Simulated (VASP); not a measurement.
Here is a VASP 6.6.1 calculation.

INCAR

```
SYSTEM = ZnO
ALGO = Normal
EDIFF = 1E-7
ENCUT = 520
ISIF = 2
ISMEAR = -1
LASPH = .True.
LCHARG = .False.
LREAL = .False.
LWAVE = .False.
NBANDS = 26
NELM = 80
PREC = Accurate
SIGMA = 0.05
```

KPOINTS

```
k-points
0
Gamma
  9 9 4
  0 0 0
```

The input POSCAR:

```
ZnO
1.0
    3.3312348463      0.0000000000      0.0000000000
   -1.6656174231      2.8849340028      0.0000000000
    0.0000000000      0.0000000000      7.2242737071
Zn O
2 2
Direct
    0.0000000000      0.0000000000      0.2500000000
    0.0000000000      0.0000000000      0.7500000000
    0.6666666667      0.3333333333      0.7500000000
    0.3333333333      0.6666666667      0.2500000000
```

Potentials or basis: VASP PAW LDA potentials, release 64 (Zn, O).

Run with:

```console
$ cat potpaw_LDA.64/Zn/POTCAR potpaw_LDA.64/O/POTCAR > POTCAR
$ mpirun -np 1 vasp_std > vasp.out
```

Problem. Estimate the pressure.

Solution. -10.2 GPa.

Problem. What does it give for the band gap on the k mesh?

Solution. 0.75 eV.

Stress tensor (GPa, compression positive):
```
-14.42   0.00   0.00
  0.00 -14.42   0.00
  0.00   0.00  -1.80
```

Caveat: the cell stands under tension; an odd mesh through Γ misses points on the zone boundary, where band edges can lie.
